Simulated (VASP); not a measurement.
# ZnSn2O8 (a cell with a defect) in VASP: a series of runs, part 2 of 2

VASP 6.6.1.

## Step 3: Single point, PBE

File INCAR:

```
  PREC = Accurate
  ENCUT = 520
  EDIFF = 1E-6
  ISMEAR = 0
  SIGMA = 0.02
  LREAL = F
  LASPH = T
  NELM = 60
  ALGO = Normal
  ISIF = 2
  LWAVE = F
  LCHARG = F
  GGA = PE
  NBANDS = 55
```

File KPOINTS:

```
regular mesh
0
Gamma
  3 3 3
```

File POSCAR:

```
ZnSn2O8
1.0
    0.0000000000      4.8271903452     -3.2381522545
    0.0000000000     -4.8271903452     -3.2381522545
   -4.8271903452      0.0000000000      3.2381522545
Zn Sn O
1 2 8
Direct
    0.0945160931      0.5945085996      0.4999925065
    0.0125944774      0.0125874340     -0.0000068363
    0.5105474374      0.5105600741      0.0000128439
    0.5399107584      0.7477420077      0.7921643288
    0.0646884226      0.2623211927      0.8023621865
    0.9555777074      0.7477419005      0.2078312493
    0.4599589312      0.2623209820      0.1976325630
    0.4996268103      0.1980393659      0.6984128984
   -0.0268580130      0.6994342500      0.7262920559
    0.4996274206      0.8012413815      0.3016131323
   -0.0268569830      0.2468359741      0.2736929571
```

Potentials or basis: VASP PAW PBE potentials, release 64 (Zn, Sn_d, O).

On the command line:

```bash
> cat potpaw_PBE.64/Zn/POTCAR potpaw_PBE.64/Sn_d/POTCAR potpaw_PBE.64/O/POTCAR > POTCAR
> mpirun -np 1 vasp_std > vasp.out
```

OUTCAR:

```text
PREC = Accurate
   ENCUT = 520
   EDIFF = 1E-6
   ISMEAR = 0
   LREAL = F
   LASPH = T
   NELM = 60
   ISIF = 2
   GGA = PE

 ion  position               nearest neighbor table
   1  0.095  0.595  0.500-  11 1.73   9 1.73   6 2.23   4 2.23
   2  0.013  0.013  1.000-  11 1.89   9 1.89   7 2.11   5 2.11   6 2.23   4 2.23   3 3.22   3 3.25

   3  0.511  0.511  0.000-   8 2.06  10 2.06   6 2.09   4 2.09   7 2.10   5 2.10   2 3.22   2 3.25

   4  0.540  0.748  0.792-   3 2.09   2 2.23   1 2.23
   5  0.065  0.262  0.802-   3 2.10   2 2.11
   6  0.956  0.748  0.208-   3 2.09   2 2.23   1 2.23
   7  0.460  0.262  0.198-   3 2.10   2 2.11
   8  0.500  0.198  0.698-   3 2.06
   9  0.973  0.699  0.726-   1 1.73   2 1.89
  10  0.500  0.801  0.302-   3 2.06
  11  0.973  0.247  0.274-   1 1.73   2 1.89

  LATTYP: Found a body centered tetragonal cell.
 ALAT       =     6.8266780543
 C/A-ratio  =     0.9486758358

  Lattice vectors:

 A1 = (   0.0000000000,   4.8271903452,  -3.2381522545)
 A2 = (   0.0000000000,  -4.8271903452,  -3.2381522545)
 A3 = (  -4.8271903452,   0.0000000000,   3.2381522545)

Analysis of symmetry for initial positions (statically):
=====================================================================
 Subroutine PRICEL returns:
 Original cell was already a primitive cell.

 Routine SETGRP: Setting up the symmetry group for a
 body centered tetragonal supercell.

 Subroutine GETGRP returns: Found  2 space group operations
 (whereof  2 operations were pure point group operations)
 out of a pool of 16 trial point group operations.

The static configuration has the point symmetry C_1h.

Analysis of symmetry for dynamics (positions and initial velocities):
=====================================================================
 Subroutine PRICEL returns:
[... 137 lines left out ...]
   GGA     = PE    functional components
   LHFCALC =     F    Hartree Fock is set to
   AEXX    =    0.0000 exact exchange contribution
   IVDW    =     0    specifies the selected vdW correction
   LEPSILON=     F    determine dielectric tensor
   LRPA    =     F    only Hartree local field effects (RPA)
 non-spin polarized calculation
 Gauss-broadening in eV      SIGMA  =   0.02
  energy-cutoff  :      520.00
  volume of cell :      150.91
 maximum number of plane-waves:      4079
 NGX is ok and might be reduce to    48
   NGX = 21   NGY = 21   NGZ = 21

 number of electron      88.0000005 magnetization

 Free energy of the ion-electron system (eV)
  ---------------------------------------------------
  ext. energy  EPLUGINS =         0.00000000
  ---------------------------------------------------
  free energy    TOTEN  =       -49.25426108 eV

  energy without entropy =      -49.25076960  energy(sigma->0) =      -49.25251534

 E-fermi :   0.9774     XC(G=0):  -9.9541

 val. band max:        0.9759731238   @ k =  -0.3333  -0.3333   0.3333
 cond. band min:       0.9870047530   @ k =   0.0000   0.0000   0.0000
 fundamental gap:      0.0110316293
 Fermi energy:         0.9773952720

 k-point     1 :       0.0000    0.0000    0.0000
  band No.  band energies     occupation
      1     -19.5063      2.00000
      2     -19.1135      2.00000
      3     -18.9271      2.00000
      4     -18.5089      2.00000
      5     -18.4718      2.00000
      6     -18.4087      2.00000
[... 569 lines left out ...]
     54      11.1086      0.00000
     55      12.4422      0.00000

------------------------ aborting loop because EDIFF is reached ----------------------------------------

  FORCE on cell =-STRESS in cart. coord.  units (eV):
  Direction    XX          YY          ZZ          XY          YZ          ZX
  --------------------------------------------------------------------------------------
  -------------------------------------------------------------------------------------
  Total        5.4254233      5.4254233     -0.0168617     10.2666288      0.0000421      0.0000424
  in kB       57.6007448     57.6007448     -0.1790177    108.9989551      0.0004469      0.0004505
  external PRESSURE =      38.3408240 kB  Pullay stress =       0.0000000 kB

 VOLUME and BASIS-vectors are now :
 -----------------------------------------------------------------------------
  energy-cutoff  :      520.00
  volume of cell :      150.91
      direct lattice vectors                 reciprocal lattice vectors
     0.000000000  4.827190345 -3.238152255    -0.103579922  0.103579922 -0.154409046
     0.000000000 -4.827190345 -3.238152255    -0.103579922 -0.103579922 -0.154409046
    -4.827190345  0.000000000  3.238152255    -0.207159844  0.000000000  0.000000000

 POSITION                                       TOTAL-FORCE (eV/Angst)
 -----------------------------------------------------------------------------------
     -2.41356     -2.41356     -0.61211        -0.000087     -0.000087     -2.658026
     -4.82716      0.00003      3.15659         0.000438      0.000438     -0.084034
     -0.00006     -0.00006     -3.30646        -0.000155     -0.000155     -0.101413
     -3.82393     -1.00324     -1.60447         0.162727     -0.162815      0.060241
     -3.87316     -0.95401      1.53926        -0.037876      0.037937      0.054657
     -1.00324      1.00326     -4.84262        -0.162815      0.162727      0.060241
     -0.95401      0.95404     -1.69889         0.037937     -0.037876      0.054657
     -3.37137      1.45582      0.00242         0.003035      0.003035      0.234919
     -3.50595      1.32124     -3.06421         0.118893      0.118893      1.071923
     -1.45594     -1.45595     -3.23574        -0.002979     -0.002979      0.234774
     -1.32117      3.50602     -3.06422        -0.119119     -0.119119      1.072059
 -----------------------------------------------------------------------------------
    total drift:                               -0.001630      0.001641      0.001105

  FREE ENERGIE OF THE ION-ELECTRON SYSTEM (eV)
  ---------------------------------------------------
  free  energy   TOTEN  =       -49.2542610757 eV

  energy  without entropy=      -49.2507695998  energy(sigma->0) =      -49.25251534
```

OSZICAR:

```text
N       E                     dE             d eps       ncg     rms          rms(c)
DAV:   1     0.125085221076E+04    0.12509E+04   -0.41376E+04  1202   0.219E+03
DAV:   2     0.169845111314E+03   -0.10810E+04   -0.10347E+04  1204   0.677E+02
DAV:   3    -0.422619105975E+02   -0.21211E+03   -0.20581E+03  1257   0.242E+02
[... 16 lines left out ...]
DAV:  20    -0.492542863810E+02    0.76686E-04   -0.26110E-03  1464   0.377E-01    0.898E-02
DAV:  21    -0.492542556696E+02    0.30711E-04   -0.37499E-04  1456   0.232E-01    0.379E-02
DAV:  22    -0.492542689726E+02   -0.13303E-04   -0.15259E-04  1344   0.467E-02    0.513E-02
DAV:  23    -0.492542601154E+02    0.88571E-05   -0.75163E-05  1432   0.259E-02    0.649E-03
DAV:  24    -0.492542610757E+02   -0.96023E-06   -0.52010E-06  1058   0.219E-02
   1 F= -.49254261E+02 E0= -.49252515E+02  d E =-.349148E-02
```

Wall time 6.7 min (1 thread of Intel Xeon 8259CL, shared host); peak memory 0.35 GiB.

Results:

```
Free energy            : -49.2543 eV
Pressure               : 3.8 GPa
Largest force          : 2.658 eV/Å
Band gap on the k mesh : zero (bands 44 and 45 overlap by 0.19 eV)
```

Forces on the atoms (eV/Å):
```
Zn   0.000  0.000 -2.658
Sn   0.000  0.000 -0.084
Sn   0.000  0.000 -0.101
O    0.163 -0.163  0.060
O   -0.038  0.038  0.055
O   -0.163  0.163  0.060
O    0.038 -0.038  0.055
O    0.003  0.003  0.235
O    0.119  0.119  1.072
O   -0.003 -0.003  0.235
O   -0.119 -0.119  1.072
```

Stress tensor (GPa, compression positive):
```
 5.76 10.90  0.00
10.90  5.76  0.00
 0.00  0.00 -0.02
```

Levels at points of the mesh, in eV from the Fermi level:
```csv
k point,band 40,band 41,band 42,band 43,band 44,band 45,band 46,band 47,band 48,band 49
"(0.00, 0.00, 0.00)",-0.33,-0.29,-0.12,0.01,0.08,0.16,0.27,0.42,3.42,5.91
```

Caveat: the k points lie up to 0.45 Å⁻¹ apart; spin-orbit coupling is left out, which moves the levels of the heavy elements.

## Step 4: Single point, PBE

File INCAR:

```
SYSTEM = ZnSn2O8
  ALGO = Normal
  EDIFF = 1E-6
  ENCUT = 520
  GGA = PE
  ISIF = 2
  ISMEAR = 0
  LASPH = .True.
  LCHARG = .False.
  LREAL = .False.
  LWAVE = .False.
  NBANDS = 55
  NELM = 100
  PREC = Accurate
  SIGMA = 0.02
```

File KPOINTS:

```
k-points
0
Gamma
  3 3 3
  0 0 0
```

File POSCAR:

```
ZnSn2O8
1.0
    0.0000000000      4.8271903452     -3.2381522545
    0.0000000000     -4.8271903452     -3.2381522545
   -4.8271903452      0.0000000000      3.2381522545
Zn Sn O
1 2 8
Direct
   -0.0945159387      0.4054767749      0.4999927136
   -0.0125916961     -0.0125991539     -0.0000070434
    0.4894577358      0.4894703726      0.0000130511
    0.5400448031      0.7376769518      0.8023617722
    0.0444252060      0.2522560410      0.7921647432
    0.9353150010      0.7376768447      0.1976319415
    0.4600913264      0.2522559339      0.2078308350
    0.5003628274      0.1987743472      0.6984120697
    0.0268585271      0.7531507901      0.7262922631
    0.5003613268      0.8019763235      0.3016141681
    0.0268577550      0.3005513336      0.2736935786
```

Potentials or basis: VASP PAW PBE potentials, release 64 (Zn, Sn_d, O).

On the command line:

```bash
> cat potpaw_PBE.64/Zn/POTCAR potpaw_PBE.64/Sn_d/POTCAR potpaw_PBE.64/O/POTCAR > POTCAR
> mpirun -np 1 vasp_std > vasp.out
```

OUTCAR:

```text
SYSTEM = ZnSn2O8
   EDIFF = 1E-6
   ENCUT = 520
   GGA = PE
   ISIF = 2
   ISMEAR = 0
   LASPH = .True.
   LREAL = .False.
   NELM = 100
   PREC = Accurate

 ion  position               nearest neighbor table
   1  0.905  0.405  0.500-  11 1.73   9 1.73   7 2.23   5 2.23
   2  0.987  0.987  1.000-   9 1.89  11 1.89   6 2.11   4 2.11   7 2.23   5 2.23   3 3.22   3 3.25

   3  0.489  0.489  0.000-   8 2.06  10 2.06   7 2.09   5 2.09   6 2.10   4 2.10   2 3.22   2 3.25

   4  0.540  0.738  0.802-   3 2.10   2 2.11
   5  0.044  0.252  0.792-   3 2.09   2 2.23   1 2.23
   6  0.935  0.738  0.198-   3 2.10   2 2.11
   7  0.460  0.252  0.208-   3 2.09   2 2.23   1 2.23
   8  0.500  0.199  0.698-   3 2.06
   9  0.027  0.753  0.726-   1 1.73   2 1.89
  10  0.500  0.802  0.302-   3 2.06
  11  0.027  0.301  0.274-   1 1.73   2 1.89

  LATTYP: Found a body centered tetragonal cell.
 ALAT       =     6.8266780543
 C/A-ratio  =     0.9486758358

  Lattice vectors:

 A1 = (   0.0000000000,   4.8271903452,  -3.2381522545)
[... 190 lines left out ...]
      1     -19.5063      2.00000
      2     -19.1136      2.00000
      3     -18.9272      2.00000
      4     -18.5090      2.00000
      5     -18.4718      2.00000
      6     -18.4087      2.00000
[... 569 lines left out ...]
     54      11.1087      0.00000
     55      12.4287      0.00000

------------------------ aborting loop because EDIFF is reached ----------------------------------------

  FORCE on cell =-STRESS in cart. coord.  units (eV):
  Direction    XX          YY          ZZ          XY          YZ          ZX
  --------------------------------------------------------------------------------------
  -------------------------------------------------------------------------------------
  Total        5.4362753      5.4362753     -0.0046193     10.2631493     -0.0000353     -0.0000350
  in kB       57.7159588     57.7159588     -0.0490419    108.9620133     -0.0003746     -0.0003715
  external PRESSURE =      38.4609586 kB  Pullay stress =       0.0000000 kB

 VOLUME and BASIS-vectors are now :
 -----------------------------------------------------------------------------
  energy-cutoff  :      520.00
  volume of cell :      150.91
      direct lattice vectors                 reciprocal lattice vectors
     0.000000000  4.827190345 -3.238152255    -0.103579922  0.103579922 -0.154409046
     0.000000000 -4.827190345 -3.238152255    -0.103579922 -0.103579922 -0.154409046
    -4.827190345  0.000000000  3.238152255    -0.207159844  0.000000000  0.000000000

 POSITION                                       TOTAL-FORCE (eV/Angst)
 -----------------------------------------------------------------------------------
     -2.41356      2.41363     -2.62604        -0.000063     -0.000063      2.658199
     -4.82716      0.00004     -3.15660         0.000104      0.000104      0.083884
     -0.00006     -0.00006     -3.16988        -0.000181     -0.000181      0.101527
     -3.87315     -0.95401     -1.53929        -0.038054      0.038106     -0.054631
     -3.82393     -1.00324      1.60445         0.162685     -0.162721     -0.060249
     -0.95401      0.95404     -4.77744         0.038106     -0.038054     -0.054631
     -1.00324      1.00326     -1.63370        -0.162721      0.162685     -0.060249
     -3.37137      1.45582     -0.00235         0.002908      0.002908     -0.234756
     -3.50595     -3.50595     -0.17394         0.118788      0.118788     -1.072107
     -1.45595     -1.45595     -3.24050        -0.002823     -0.002823     -0.234779
     -1.32117     -1.32117     -0.17394        -0.118748     -0.118748     -1.072208
 -----------------------------------------------------------------------------------
    total drift:                               -0.000397      0.000267     -0.001268

  FREE ENERGIE OF THE ION-ELECTRON SYSTEM (eV)
  ---------------------------------------------------
  free  energy   TOTEN  =       -49.2542354075 eV

  energy  without entropy=      -49.2507408426  energy(sigma->0) =      -49.25248813
```

OSZICAR:

```text
N       E                     dE             d eps       ncg     rms          rms(c)
[... 16 lines left out ...]
DAV:  17    -0.492561318396E+02    0.37214E-02   -0.34153E-02  1560   0.560E-01    0.643E-01
DAV:  18    -0.492553741735E+02    0.75767E-03   -0.21357E-02  1600   0.557E-01    0.425E-01
DAV:  19    -0.492542930102E+02    0.10812E-02   -0.10826E-02  1489   0.125E+00    0.163E-01
DAV:  20    -0.492542412278E+02    0.51782E-04   -0.97226E-04  1320   0.144E-01    0.672E-02
DAV:  21    -0.492542346124E+02    0.66154E-05   -0.16620E-04  1338   0.551E-02    0.240E-02
DAV:  22    -0.492542341997E+02    0.41262E-06   -0.24788E-05  1448   0.725E-02    0.118E-02
DAV:  23    -0.492542355719E+02   -0.13722E-05   -0.78311E-06  1130   0.188E-02    0.905E-03
DAV:  24    -0.492542354075E+02    0.16438E-06   -0.25116E-06   754   0.269E-02
   1 F= -.49254235E+02 E0= -.49252488E+02  d E =-.349456E-02
```

stdout:

```text
POSCAR found type information on POSCAR ZnSnO
 POSCAR found :  3 types and      11 ions
 scaLAPACK will be used
 LDA part: xc-table for (Slater+PW92), standard interpolation
 POSCAR, INCAR and KPOINTS ok, starting setup
 FFT: planning ... GRIDC
 FFT: planning ... GRID_SOFT
 FFT: planning ... GRID
 WAVECAR not read
 entering main loop
```

Run time: 6.4 min. Hardware: 1 thread of Intel Xeon 8259CL, shared host; peak memory 0.36 GiB.

What came out:

| Quantity | Value |
| --- | --- |
| Free energy | -49.2542 eV |
| Pressure | 3.8 GPa |
| Largest force | 2.658 eV/Å |
| Band gap on the k mesh | zero (bands 44 and 45 overlap by 0.19 eV) |

Forces in eV/Å, atoms in the order of the input:
```
Zn   0.000  0.000  2.658
Sn   0.000  0.000  0.084
Sn   0.000  0.000  0.102
O   -0.038  0.038 -0.055
O    0.163 -0.163 -0.060
O    0.038 -0.038 -0.055
O   -0.163  0.163 -0.060
O    0.003  0.003 -0.235
O    0.119  0.119 -1.072
O   -0.003 -0.003 -0.235
O   -0.119 -0.119 -1.072
```

Stress tensor (GPa, compression positive):
```
 5.77 10.90  0.00
10.90  5.77  0.00
 0.00  0.00  0.00
```

Caveat: the k points lie up to 0.45 Å⁻¹ apart; spin-orbit coupling is left out, which moves the levels of the heavy elements.

## Step 5: Single point, PBE

File INCAR:

```
  PREC = Accurate
  ENCUT = 520
  EDIFF = 1E-6
  ISMEAR = 0
  SIGMA = 0.02
  LREAL = F
  LASPH = T
  NELM = 60
  ALGO = Normal
  ISIF = 2
  LWAVE = F
  LCHARG = F
  GGA = PE
  NBANDS = 55
```

File KPOINTS:

```
Automatic mesh
0
Gamma
  3 3 3
```

File POSCAR:

```
ZnSn2O8
1.0
    0.0000000000      4.8271903452     -3.2381522545
    0.0000000000     -4.8271903452     -3.2381522545
   -4.8271903452      0.0000000000      3.2381522545
Zn Sn O
1 2 8
Direct
   -0.1862275003      0.3137681136      0.4999956139
   -0.0127713774     -0.0127802853     -0.0000087007
    0.4843332593      0.4843461032      0.0000130511
    0.5387891136      0.7333714551      0.8054095078
    0.0436849813      0.2450733523      0.7986099002
    0.9279618722      0.7333712444      0.1945821343
    0.4464636350      0.2450733996      0.2013883710
    0.5272309787      0.2227677413      0.6955371054
    0.0183228458      0.7256311879      0.7073081349
    0.5272269058      0.8317162454      0.3044887181
    0.0183184716      0.3109945210      0.2926760494
```

Potentials or basis: VASP PAW PBE potentials, release 64 (Zn, Sn_d, O).

On the command line:

```bash
> cat potpaw_PBE.64/Zn/POTCAR potpaw_PBE.64/Sn_d/POTCAR potpaw_PBE.64/O/POTCAR > POTCAR
> mpirun -np 1 vasp_std > vasp.out
```

OUTCAR:

```text
PREC = Accurate
   ENCUT = 520
   EDIFF = 1E-6
   ISMEAR = 0
   LREAL = F
   LASPH = T
   NELM = 60
   ISIF = 2
   GGA = PE

 ion  position               nearest neighbor table
   1  0.814  0.314  0.500-   9 1.94  11 1.94   7 2.09   5 2.09  10 2.29   8 2.29
   2  0.987  0.987  1.000-   9 2.01  11 2.01   6 2.11   4 2.11   7 2.16   5 2.16   3 3.22   3 3.26

   3  0.484  0.484  0.000-   7 2.07   5 2.07   6 2.09   4 2.09  10 2.10   8 2.10   2 3.22   2 3.26

   4  0.539  0.733  0.805-   3 2.09   2 2.11
   5  0.044  0.245  0.799-   3 2.07   1 2.09   2 2.16
[... 790 lines left out ...]
  external PRESSURE =     -26.2017532 kB  Pullay stress =       0.0000000 kB

 VOLUME and BASIS-vectors are now :
 -----------------------------------------------------------------------------
  energy-cutoff  :      520.00
  volume of cell :      150.91
      direct lattice vectors                 reciprocal lattice vectors
     0.000000000  4.827190345 -3.238152255    -0.103579922  0.103579922 -0.154409046
     0.000000000 -4.827190345 -3.238152255    -0.103579922 -0.103579922 -0.154409046
    -4.827190345  0.000000000  3.238152255    -0.207159844  0.000000000  0.000000000

 POSITION                                       TOTAL-FORCE (eV/Angst)
 -----------------------------------------------------------------------------------
     -2.41357      2.41362     -2.03209         0.000019      0.000019      1.637114
     -4.82715      0.00004     -3.15544         0.000081      0.000081     -0.173247
     -0.00006     -0.00006     -3.13669        -0.000152     -0.000152     -0.020230
     -3.88786     -0.93929     -1.51141         0.001714     -0.001582     -0.060347
     -3.85504     -0.97214      1.65098        -0.083588      0.083482      0.013655
     -0.93929      0.93933     -4.74956        -0.001582      0.001714     -0.060347
     -0.97214      0.97215     -1.58718         0.083482     -0.083588      0.013655
     -3.35749      1.46970     -0.17636         0.073036      0.073036     -0.642120
     -3.41431     -3.41431     -0.11866         0.263666      0.263666     -0.032951
     -1.46983     -1.46983     -3.41448        -0.073065     -0.073065     -0.642104
     -1.41280     -1.41280     -0.11864        -0.263609     -0.263609     -0.033078
 -----------------------------------------------------------------------------------
    total drift:                               -0.001052      0.001026      0.000248

  FREE ENERGIE OF THE ION-ELECTRON SYSTEM (eV)
  ---------------------------------------------------
  free  energy   TOTEN  =       -50.7562378624 eV

  energy  without entropy=      -50.7512855608  energy(sigma->0) =      -50.75376171
```

Wall time 6.7 min (1 thread of Intel Xeon 8259CL, shared host); peak memory 0.36 GiB.

What came out:

```yaml
Free_energy: -50.7562 eV
Pressure: -2.6 GPa
Largest_force: 1.637 eV/Å
Band_gap_on_the_k_mesh: zero (bands 44 and 45 overlap by 0.18 eV)
```

Forces on the atoms (eV/Å):
```
Zn   0.000  0.000  1.637
Sn   0.000  0.000 -0.173
Sn   0.000  0.000 -0.020
O    0.002 -0.002 -0.060
O   -0.084  0.083  0.014
O   -0.002  0.002 -0.060
O    0.083 -0.084  0.014
O    0.073  0.073 -0.642
O    0.264  0.264 -0.033
O   -0.073 -0.073 -0.642
O   -0.264 -0.264 -0.033
```

Levels at points of the mesh, in eV from the Fermi level:
```tsv
k point	band 41	band 42	band 43	band 44	band 45	band 46	band 47	band 48
(0.00, 0.00, 0.00)	-0.24	-0.16	-0.14	0.04	0.17	0.25	0.42	3.13
```

Caveat: the k points lie up to 0.45 Å⁻¹ apart; spin-orbit coupling is left out, which moves the levels of the heavy elements.
